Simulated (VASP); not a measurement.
Li4Si:

```
Li Si
1.0
    -2.55641    2.55641    2.55641
     2.55641   -2.55641    2.55641
     2.55641    2.55641   -2.55641
Li Si
4 1
Direct
  0.50000 0.50000 0.50000
  0.00000 0.00000 0.50000
  0.00000 0.50000 0.00000
  0.50000 0.00000 0.00000
  0.00000 0.00000 0.00000
```

* Program: VASP 6.6.1
* Task: relaxation of cell and atoms
* Functional: PBE
* Potentials or basis: VASP PAW PBE potentials, release 64 (Li_sv, Si)
* Cutoff: 600 eV
* k mesh: 6 × 6 × 6
* Occupations: gaussian, width 0.1 eV
* Spin: no spin polarisation

At the start: pressure 22.4 GPa; volume 13.37 Å³/atom.

**Question.** How do energy, volume and symmetry change on relaxing?

**Answer.** Over 4 steps the energy falls by 365.6 meV/atom and the volume is 20.18 Å³/atom (+51.0 %); space group Im-3m (No. 229, to 0.05 Å).

Step by step:
| step | energy change (eV) | largest force (eV/Å) | pressure (GPa) | volume (Å³) |
| --- | --- | --- | --- | --- |
| 1 | 0.0000 | 0.0000 | 22.44 | 66.83 |
| 2 | -1.5889 | 0.0000 | 5.81 | 86.62 |
| 3 | -1.8185 | 0.0000 | 1.01 | 97.96 |
| 4 | -1.8278 | 0.0000 | 0.04 | 100.88 |

Final structure:
```yaml
crystal:
  lattice:
    - [-2.93256, 2.93256, 2.93256]
    - [2.93256, -2.93256, 2.93256]
    - [2.93256, 2.93256, -2.93256]
  atoms:
    - { symbol: Li, position: [0.50000, 0.50000, 0.50000] }
    - { symbol: Li, position: [0.00000, 0.00000, 0.50000] }
    - { symbol: Li, position: [0.00000, 0.50000, 0.00000] }
    - { symbol: Li, position: [0.50000, 0.00000, 0.00000] }
    - { symbol: Si, position: [0.00000, 0.00000, 0.00000] }
```

Caveat: the cutoff is under 1.25 times the usual one of these potentials, so pressure, stress and relaxed cells hold a basis-set (Pulay) error; the volume moved by over 15 % at a fixed basis, so the end points are rough.
